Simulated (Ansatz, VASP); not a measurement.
## Two plane-wave programs on Cd

```
CELL_PARAMETERS angstrom
2.88186 0.00000 0.00000
-1.44093 2.49577 0.00000
0.00000 0.00000 5.63837
ATOMIC_POSITIONS crystal
Cd 0.33333 0.66667 0.25000
Cd 0.66667 0.33333 0.75000
```

Alike in both runs: task single point; functional LDA; k mesh 5 × 5 × 2; occupations fermi-dirac, width 0.1 eV; no spin polarisation.

```csv
,VASP,Ansatz
version,VASP 6.6.1,Ansatz 0.2.0
potentials or method,"VASP PAW LDA potentials, release 64 (Cd_sv_GW), cutoff 630 eV","plane waves (420 eV) with PAW, scalar-relativistic"
valence electrons in the cell,40,40
```

Ansatz gave:

| Property | Result |
| --- | --- |
| pressure (GPa) | 1.2 |
| traceless stress, the component that is largest in VASP (GPa) | 0.34 |

Question: Which values does VASP return?

Answer: Pressure (GPa): 1.1; traceless stress, the component that is largest in VASP (GPa): 0.07.

Ansatz warns that its potentials were made for another functional, while VASP's fit it. LDA's correlation is that of Perdew and Zunger in VASP and of Perdew and Wang (1992) in Ansatz.

The k mesh is coarse, so the values compare programs but aren't converged.
